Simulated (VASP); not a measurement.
A run of VASP 6.6.1 is set up as follows.

Contents of INCAR:

```
SYSTEM = K
PREC = Accurate ; ENCUT = 520
EDIFF = 1E-7 ; ISMEAR = 0
SIGMA = 0.1 ; LREAL = .False.
LASPH = .True. ; NELM = 80
ALGO = Normal ; ISIF = 2
LWAVE = .False. ; LCHARG = .True.
GGA = PS ; LELF = .True.
LVHAR = .True. ; NBANDS = 10
```

Contents of KPOINTS:

```
Automatic mesh
0
Gamma
  12 12 12
  0 0 0
```

POSCAR

```
K
1.0
   -2.5861093068      2.5861093068      2.5861093068
    2.5861093068     -2.5861093068      2.5861093068
    2.5861093068      2.5861093068     -2.5861093068
K
1
Direct
    0.0000000000      0.0000000000      0.0000000000
```

Potentials or basis: VASP PAW PBE potentials, release 64 (K_sv).

Launch:

```sh
$ cat potpaw_PBE.64/K_sv/POTCAR > POTCAR
$ mpirun -np 1 vasp_std > vasp.out
```

Problem. Predict the pressure.

Solution. 0.1 GPa.

Caveat: the PAW data sets were made with another functional, which shifts forces and pressure a little.
